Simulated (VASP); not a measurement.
# Mo (Im-3m) in VASP: further runs

The runs below take Mo through single point, with HSE06.

All numbers are computed with VASP 6.6.1; they aren't measurements. Logs are shortened: lines on timing, memory, paths and dates and some standing lists are left out, and cuts for length are marked.

## Step 1: The cell of the first run

Symmetry: Im-3m, No. 229, cubic system. The conventional cell has a = 3.073 Å, b = 3.073 Å, c = 3.073 Å, α = 90.00°, β = 90.00°, γ = 90.00°. Mo (site symmetry m-3m) has 14 Mo at 2.66 to 3.07 Å within 3.5 Å.

## Step 2: Single point, HSE06

The input, POSCAR:

```
Mo
1.0
   -1.5366903454      1.5366903454      1.5366903454
    1.5366903454     -1.5366903454      1.5366903454
    1.5366903454      1.5366903454     -1.5366903454
Mo
1
Direct
    0.0000000000      0.0000000000      0.0000000000
```

The input, INCAR.step1:

```
ALGO     = Normal         # electronic algorithm
EDIFF    = 1E-5           # SCF threshold, eV
ENCUT    = 520            # plane-wave cutoff, eV
GGA      = PE             # functional
ISIF     = 2              # what is computed and relaxed
ISMEAR   = -1             # smearing method
LASPH    = T              # aspherical terms in the spheres
LCHARG   = F              # write CHGCAR
LREAL    = F              # projectors in reciprocal space
LWAVE    = T              # write WAVECAR
NBANDS   = 13             # bands
NELM     = 60             # most SCF steps
PREC     = Accurate       # precision mode
SIGMA    = 0.1            # smearing width, eV
```

The input, INCAR.step2:

```
ALGO     = Normal         # electronic algorithm
EDIFF    = 1E-7           # SCF threshold, eV
ENCUT    = 520            # plane-wave cutoff, eV
GGA      = PE             # functional
HFSCREEN = 0.2079         # screening, 1/A
ISIF     = 2              # what is computed and relaxed
ISMEAR   = -1             # smearing method
ISTART   = 1            
LASPH    = T              # aspherical terms in the spheres
LCHARG   = F              # write CHGCAR
LHFCALC  = T              # exact exchange
LREAL    = F              # projectors in reciprocal space
LWAVE    = F              # write WAVECAR
NBANDS   = 13             # bands
NELM     = 60             # most SCF steps
PREC     = Accurate       # precision mode
PRECFOCK = Normal       
SIGMA    = 0.1            # smearing width, eV
```

The input, KPOINTS:

```
k-points
0
Gamma
  6 6 6
```

Potentials or basis: VASP PAW PBE potentials, release 64 (Mo_sv).

The run is started by

```
cat potpaw_PBE.64/Mo_sv/POTCAR > POTCAR
cp INCAR.step1 INCAR
mpirun -np 1 vasp_std > vasp.out
cp INCAR.step2 INCAR
mpirun -np 1 vasp_std > vasp.out
```

OUTCAR:

```text
EDIFF = 1E-7
   ENCUT = 520
   GGA = PE
   HFSCREEN = 0.2079
   ISIF = 2
   ISMEAR = -1
   ISTART = 1
   LASPH = T
   LHFCALC = T
   LREAL = F
   NELM = 60
   PREC = Accurate
   PRECFOCK = Normal

 ion  position               nearest neighbor table
   1  0.000  0.000  0.000-

  LATTYP: Found a body centered cubic cell.
 ALAT       =     3.0733806908

  Lattice vectors:

 A1 = (  -1.5366903454,   1.5366903454,   1.5366903454)
 A2 = (   1.5366903454,  -1.5366903454,   1.5366903454)
 A3 = (   1.5366903454,   1.5366903454,  -1.5366903454)

Analysis of symmetry for initial positions (statically):
=====================================================================
 Subroutine PRICEL returns:
 Original cell was already a primitive cell.

 Routine SETGRP: Setting up the symmetry group for a
 body centered cubic supercell.

 Subroutine GETGRP returns: Found 48 space group operations
 (whereof 48 operations were pure point group operations)
 out of a pool of 48 trial point group operations.

The static configuration has the point symmetry O_h .

Analysis of symmetry for dynamics (positions and initial velocities):
=====================================================================
 Subroutine PRICEL returns:
 Original cell was already a primitive cell.

 Routine SETGRP: Setting up the symmetry group for a
 body centered cubic supercell.

 Subroutine GETGRP returns: Found 48 space group operations
 (whereof 48 operations were pure point group operations)
 out of a pool of 48 trial point group operations.

The dynamic configuration has the point symmetry O_h .

 Subroutine INISYM returns: Found 48 space group operations
 (whereof 48 operations are pure point group operations),
 and found     1 'primitive' translations

----------------------------------------------------------------------------------------

                                     Primitive cell

  volume of cell :      14.5151

  direct lattice vectors                    reciprocal lattice vectors
    -1.536690345  1.536690345  1.536690345     0.000000000  0.325374596  0.325374596
     1.536690345 -1.536690345  1.536690345     0.325374596  0.000000000  0.325374596
     1.536690345  1.536690345 -1.536690345     0.325374596  0.325374596  0.000000000

  length of vectors
     2.661625754  2.661625754  2.661625754     0.460149166  0.460149166  0.460149166

  position of ions in fractional coordinates (direct lattice)
     0.000000000  0.000000000  0.000000000

  ion indices of the primitive-cell ions
   primitive index   ion index
                 1           1

----------------------------------------------------------------------------------------

 KPOINTS: k-points

Automatic generation of k-mesh.
 Grid dimensions read from file:
 generate k-points for:    6    6    6

 Generating k-lattice:

  Cartesian coordinates                     Fractional coordinates (reciprocal lattice)
     0.000000000  0.054229099  0.054229099     0.166666667  0.000000000  0.000000000
     0.054229099  0.000000000  0.054229099     0.000000000  0.166666667  0.000000000
     0.054229099  0.054229099  0.000000000     0.000000000  0.000000000  0.166666667

  Length of vectors
     0.076691528  0.076691528  0.076691528

  Shift w.r.t. Gamma in fractional coordinates (k-lattice)
     0.000000000  0.000000000  0.000000000

 Subroutine IBZKPT returns following result:
 ===========================================

 Found     16 irreducible k-points:

 Following reciprocal coordinates:
            Coordinates               Weight
  0.000000  0.000000  0.000000      1.000000
  0.166667  0.000000  0.000000     12.000000
  0.333333  0.000000  0.000000     12.000000
  0.500000  0.000000  0.000000      6.000000
  0.166667  0.166667  0.000000     24.000000
  0.333333  0.166667 -0.000000     48.000000
[... 8 lines left out ...]
  0.500000  0.500000  0.333333     12.000000
  0.500000  0.500000  0.500000      1.000000
   k-points           NKPTS =     16   k-points in BZ     NKDIM =    216   number of bands    NBANDS=     13
   number of dos      NEDOS =    301   number of ions     NIONS =      1
   total plane-waves  NPLWV =   8000
   dimension x,y,z NGX =    20 NGY =   20 NGZ =   20
   dimension x,y,z NGXF=    40 NGYF=   40 NGZF=   40
   ions per type =               1
   NGX,Y,Z   is equivalent  to a cutoff of  12.49, 12.49, 12.49 a.u.
   NGXF,Y,Z  is equivalent  to a cutoff of  24.98, 24.98, 24.98 a.u.
 SYSTEM =  unknown system
   PREC   = accura    normal or accurate (medium, high low for compatibility)
   ISTART =      1    job   : 0-new  1-cont  2-samecut
   ICHARG =      0    charge: 1-file 2-atom 10-const
   ISPIN  =      1    spin polarized calculation?
   LNONCOLLINEAR =      F non collinear calculations
   LSORBIT =      F    spin-orbit coupling
   LASPH  =      T    aspherical Exc in radial PAW
   ENCUT  =  520.0 eV  38.22 Ry    6.18 a.u.   4.95  4.95  4.95*2*pi/ulx,y,z
   NELM   =     60;   NELMIN=  2; NELMDL=  0     # of ELM steps
   EDIFF  = 0.1E-06   stopping-criterion for ELM
   LREAL  =      F    real-space projection
   EDIFFG = 0.1E-05   stopping-criterion for IOM
   NSW    =      0    number of steps for IOM
   IBRION =     -1    ionic relax: 0-MD 1-quasi-New 2-CG
   NFREE  =      0    steps in history (QN), initial steepest desc. (CG)
   ISIF   =      2    stress and relaxation
   ISYM   =      3    0-nonsym 1-usesym 2-fastsym
   POTIM  = 0.5000    time-step for ionic-motion
   TEBEG  =    0.0;   TEEND  =   0.0 temperature during run
   PSTRESS=    0.0 pullay stress
   NELECT =      14.0000    total number of electrons
   NUPDOWN=      -1.0000    fix difference up-down
   EMIN   =  10.00;   EMAX   =-10.00  energy-range for DOS
   EFERMI =   0.00;   METHOD = LEGACY
   ISMEAR =    -1;   SIGMA  =   0.10  broadening in eV -4-tet -1-fermi 0-gaus
   EFERMI_NEDOS =   21; number of points for ismear=-14 and -15
   IALGO  =     38    algorithm
   IMIX   =      1    mixing-type and parameters
     AMIX     =   0.40;   BMIX     =  1.00
     AMIX_MAG =   1.60;   BMIX_MAG =  1.00
  volume/ion in A,a.u.               =      14.52        97.95
  Fermi-wavevector in a.u.,A,eV,Ry     =   1.617501  3.056633 35.597039  2.616309
  Thomas-Fermi vector in A             =   2.711915
   LORBIT       =      0    0 simple, 1 ext, 2 COOP (PROOUT), +10 PAW based schemes
   GGA     = PE    functional components
   LHFCALC =     T    Hartree Fock is set to
   PRECFOCK=normal    Normal, Fast or Accurate (Low or Medium for compatibility)
   ENCUT4O =  -1.0   cutoff for four orbital integrals eV
   NKREDX  =     1    reduce k-point grid by
   NKREDY  =     1    reduce k-point grid by
   NKREDZ  =     1    reduce k-point grid by
   AEXX    =    0.2500 exact exchange contribution
   HFSCREEN=    0.2079 screening length (either q_TF or 0.3 A-1)
   HFSCREENC=   0.2079 screening length for correlation (either q_TF or 0.3 A-1)
   ENCUTFOCK=  -1.0 apply spherical cutoff to Coloumb kernel
   IVDW    =     0    specifies the selected vdW correction
   LEPSILON=     F    determine dielectric tensor
   LRPA    =     F    only Hartree local field effects (RPA)
 non-spin polarized calculation
  energy-cutoff  :      520.00
  volume of cell :       14.52
 maximum number of plane-waves:       402
  NGX = 16; NGY = 16; NGZ = 16

 number of electron      13.9999998 magnetization

 Free energy of the ion-electron system (eV)
  ---------------------------------------------------
  ext. energy  EPLUGINS =         0.00000000
  ---------------------------------------------------
  free energy    TOTEN  =       -12.91868870 eV

  energy without entropy =      -12.91528357  energy(sigma->0) =      -12.91698614

 E-fermi :  13.6568     XC(G=0): -11.2451

 val. band max:       13.2930439589   @ k =   0.1667   0.0000   0.0000
 cond. band min:      14.0773499637   @ k =  -0.3333   0.3333   0.1667
 fundamental gap:      0.7843060048
 Fermi energy:        13.6567830507

 k-point     1 :       0.0000    0.0000    0.0000
  band No.  band energies     occupation
      1     -51.8003      2.00000
      2     -23.3198      2.00000
      3     -23.3198      2.00000
      4     -23.3198      2.00000
      5       5.0700      2.00000
      6      11.8009      2.00000
      7      11.8009      2.00000
      8      11.8009      2.00000
      9      16.2595      0.00000
     10      16.2595      0.00000
     11      29.5536      0.00000
     12      29.5536      0.00000
     13      29.5536      0.00000

 k-point     2 :       0.1667    0.0000    0.0000
  band No.  band energies     occupation
      1     -51.7032      2.00000
      2     -23.8524      2.00000
      3     -23.4792      2.00000
      4     -23.3198      2.00000
      5       6.3971      2.00000
      6      11.0400      2.00000
      7      11.6319      2.00000
      8      13.2930      1.94871
      9      15.4358      0.00000
     10      16.2671      0.00000
     11      30.3008      0.00000
     12      31.8183      0.00000
     13      31.8330      0.00000

 k-point     3 :       0.3333    0.0000    0.0000
  band No.  band energies     occupation
      1     -51.5041      2.00000
      2     -24.8467      2.00000
      3     -23.7846      2.00000
      4     -23.3207      2.00000
      5       7.4815      2.00000
      6       9.7868      2.00000
      7      12.8167      1.99955
      8      15.9024      0.00000
      9      16.6186      0.00000
     10      17.0062      0.00000
     11      28.4174      0.00000
     12      30.3119      0.00000
     13      37.3710      0.00000
[... 177 lines left out ...]
 k-point    15 :       0.5000    0.5000    0.3333
  band No.  band energies     occupation
      1     -51.1975      2.00000
      2     -24.8156      2.00000
      3     -24.4729      2.00000
      4     -24.3323      2.00000
      5       7.7200      2.00000
      6       8.1031      2.00000
      7      15.0317      0.00000
      8      15.6896      0.00000
      9      19.0245      0.00000
     10      23.7119      0.00000
     11      25.7008      0.00000
     12      27.6264      0.00000
     13      35.5171      0.00000

 k-point    16 :       0.5000    0.5000    0.5000
  band No.  band energies     occupation
      1     -51.1279      2.00000
      2     -24.6424      2.00000
      3     -24.6424      2.00000
      4     -24.6424      2.00000
      5       6.8814      2.00000
      6       6.8814      2.00000
      7      18.8098      0.00000
      8      18.8099      0.00000
      9      18.8099      0.00000
     10      24.1401      0.00000
     11      24.1401      0.00000
     12      24.1401      0.00000
     13      36.2459      0.00000

------------------------ aborting loop because EDIFF is reached ----------------------------------------

  FORCE on cell =-STRESS in cart. coord.  units (eV):
  Direction    XX          YY          ZZ          XY          YZ          ZX
  --------------------------------------------------------------------------------------
  -------------------------------------------------------------------------------------
  Total        1.7750354      1.7750354      1.7750354      0.0000000     -0.0000000      0.0000000
  in kB      195.9289094    195.9289094    195.9289094      0.0000000     -0.0000000      0.0000000
  external PRESSURE =     195.9289094 kB  Pullay stress =       0.0000000 kB

 VOLUME and BASIS-vectors are now :
 -----------------------------------------------------------------------------
  energy-cutoff  :      520.00
  volume of cell :       14.52
      direct lattice vectors                 reciprocal lattice vectors
    -1.536690345  1.536690345  1.536690345     0.000000000  0.325374596  0.325374596
     1.536690345 -1.536690345  1.536690345     0.325374596  0.000000000  0.325374596
     1.536690345  1.536690345 -1.536690345     0.325374596  0.325374596  0.000000000

 POSITION                                       TOTAL-FORCE (eV/Angst)
 -----------------------------------------------------------------------------------
      0.00000      0.00000      0.00000        -0.000000      0.000000     -0.000000
 -----------------------------------------------------------------------------------
    total drift:                               -0.000000     -0.000000     -0.000000

  FREE ENERGIE OF THE ION-ELECTRON SYSTEM (eV)
  ---------------------------------------------------
  free  energy   TOTEN  =       -12.9186887003 eV

  energy  without entropy=      -12.9152835732  energy(sigma->0) =      -12.91698614
```

Run time: 12 min. Hardware: 1 thread of AMD EPYC 7R13 (Zen 3), shared host; peak memory 0.2 GiB.

Results:

* Free energy: -12.9187 eV
* Pressure: 19.6 GPa
* Band gap on the k mesh: zero (bands 7 and 8 overlap by 7.01 eV)

Caveat: the k points lie up to 0.48 Å⁻¹ apart, too coarse for converged energies and pressures of a metal; the PAW data sets were made with another functional, which shifts forces and pressure a little.

## Step 3: Single point, HSE06

POSCAR is that of step 2.

The input, INCAR.step1:

```
SYSTEM = Mo
PREC     = Accurate       ! precision mode
ENCUT    = 520            ! plane-wave cutoff, eV
EDIFF    = 1E-5           ! SCF threshold, eV
ISMEAR   = -1             ! smearing method
SIGMA    = 0.1            ! smearing width, eV
LREAL    = .FALSE.        ! projectors in reciprocal space
LASPH    = .TRUE.         ! aspherical terms in the spheres
NELM     = 60             ! most SCF steps
ALGO     = Normal         ! electronic algorithm
ISIF     = 2              ! what is computed and relaxed
LWAVE    = .TRUE.         ! write WAVECAR
LCHARG   = .FALSE.        ! write CHGCAR
NBANDS   = 13             ! bands
GGA      = PE             ! functional
```

The input, INCAR.step2:

```
SYSTEM = Mo
PREC     = Accurate       ! precision mode
ENCUT    = 520            ! plane-wave cutoff, eV
EDIFF    = 1E-7           ! SCF threshold, eV
ISMEAR   = -1             ! smearing method
SIGMA    = 0.1            ! smearing width, eV
LREAL    = .FALSE.        ! projectors in reciprocal space
LASPH    = .TRUE.         ! aspherical terms in the spheres
NELM     = 60             ! most SCF steps
ALGO     = Normal         ! electronic algorithm
ISIF     = 2              ! what is computed and relaxed
LWAVE    = .FALSE.        ! write WAVECAR
LCHARG   = .FALSE.        ! write CHGCAR
GGA      = PE             ! functional
LHFCALC  = .TRUE.         ! exact exchange
HFSCREEN = 0.2079         ! screening, 1/A
PRECFOCK = Normal       
NBANDS   = 13             ! bands
ISTART   = 1
```

The input, KPOINTS:

```
regular mesh
0
G
  6 6 6
  0 0 0
```

Potentials or basis: VASP PAW PBE potentials, release 64 (Mo_sv).

The run is started by

```
cat potpaw_PBE.64/Mo_sv/POTCAR > POTCAR
cp INCAR.step1 INCAR
mpirun -np 1 vasp_std > vasp.out
cp INCAR.step2 INCAR
mpirun -np 1 vasp_std > vasp.out
```

It took 12 min on 1 thread of AMD EPYC 7R13 (Zen 3), shared host; peak memory 0.2 GiB.

Results (log left out):

```
Free energy            : -12.9187 eV
Pressure               : 19.6 GPa
Band gap on the k mesh : zero (bands 7 and 8 overlap by 7.01 eV)
```

Levels at points of the mesh, in eV from the Fermi level:
```tsv
k point	band 4	band 5	band 6	band 7	band 8	band 9	band 10	band 11
(0.00, 0.00, 0.00)	-36.98	-8.59	-1.86	-1.86	-1.86	2.60	2.60	15.90
(0.50, 0.00, 0.00)	-36.98	-6.63	-4.41	1.82	2.62	3.36	6.05	12.97
(0.50, 0.50, 0.50)	-38.30	-6.78	-6.78	5.15	5.15	5.15	10.48	10.48
```

Caveat: the k points lie up to 0.48 Å⁻¹ apart, too coarse for converged energies and pressures of a metal; the PAW data sets were made with another functional, which shifts forces and pressure a little.

(Continued in part 2 of 2.)
